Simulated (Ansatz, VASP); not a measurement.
CdSe in VASP and in Ansatz

File INCAR:

```
SYSTEM = CdSe
PREC = Accurate
ENCUT = 520
EDIFF = 1E-6
ISMEAR = -1
SIGMA = 0.02
LREAL = .False.
LASPH = .True.
NELM = 80
ALGO = Normal
ISIF = 2
LWAVE = .False.
LCHARG = .True.
GGA = PE
LELF = .True.
LVHAR = .True.
NBANDS = 26
```

Contents of KPOINTS:

```
Automatic mesh
0
Gamma
  12 12 4
  0 0 0
```

Contents of POSCAR:

```
CdSe
1.0
    4.5764249619      0.0000000000      0.0000000000
   -2.2882124809      3.9633002755      0.0000000000
    0.0000000000      0.0000000000      7.0766459765
Cd Se
2 2
Direct
    0.3333333333      0.6666666667     -0.0048607095
    0.6666666667      0.3333333333      0.4951392905
    0.3333333333      0.6666666667      0.3798607095
    0.6666666667      0.3333333333      0.8798607095
```

Input for Ansatz:

```yaml
crystal:
  lattice:
    - [4.5764249619, 0.0, 0.0]
    - [-2.2882124809, 3.9633002755, 0.0]
    - [0.0, 0.0, 7.0766459765]
  atoms:
    - { symbol: Cd, position: [0.3333333333, 0.6666666667, -0.0048607095] }
    - { symbol: Cd, position: [0.6666666667, 0.3333333333, 0.4951392905] }
    - { symbol: Se, position: [0.3333333333, 0.6666666667, 0.3798607095] }
    - { symbol: Se, position: [0.6666666667, 0.3333333333, 0.8798607095] }
kpoints:
  mp_grid: { grid: [12, 12, 4] }
  band_path:
    path:
      - [0.0, 0.0, 0.0]
      - [0.5, 0.0, 0.0]
      - [0.3333333333, 0.3333333333, 0.0]
      - [0.0, 0.0, 0.5]
      - [0.5, 0.0, 0.5]
      - [0.3333333333, 0.3333333333, 0.5]
    npoints: 1
hamiltonian:
  xc: pbe
scf:
  occupations: { method: fermi_dirac, width: 0.02 }
  n_extra_bands: 5
output:
  forces: true
  stress: true
  eigenvalues: true
```

Change from the starting cell: biaxial_xy strain +5.4%.

Alike in both runs: task single point; functional PBE; k mesh 12 × 12 × 4; occupations fermi-dirac, width 0.02 eV; no spin polarisation.

|  | VASP | Ansatz |
| --- | --- | --- |
| version | VASP 6.6.1 | Ansatz 0.2.0 |
| potentials or method | VASP PAW PBE potentials, release 64 (Cd, Se) | plane waves, PAW |
| plane-wave cutoff (eV) | 520 | 420 |
| valence electrons in the cell | 36 | 72 |

Ansatz gave:

| Item | Value |
| --- | --- |
| pressure (GPa) | -2.8 |
| traceless stress, the component that is largest in VASP (GPa) | 1.41 |
| rms of the force components (eV/Å) | 0.004 |

Task: Estimate VASP's values.

Result: Pressure (GPa): -2.6; traceless stress, the component that is largest in VASP (GPa): 1.43; rms of the force components (eV/Å): 0.007.

Atom by atom the forces differ by 0.003 eV/Å (rms over components). VASP's potentials hold 36 valence electrons a cell and Ansatz's 72, so a difference there can come from the potentials and not from the codes.
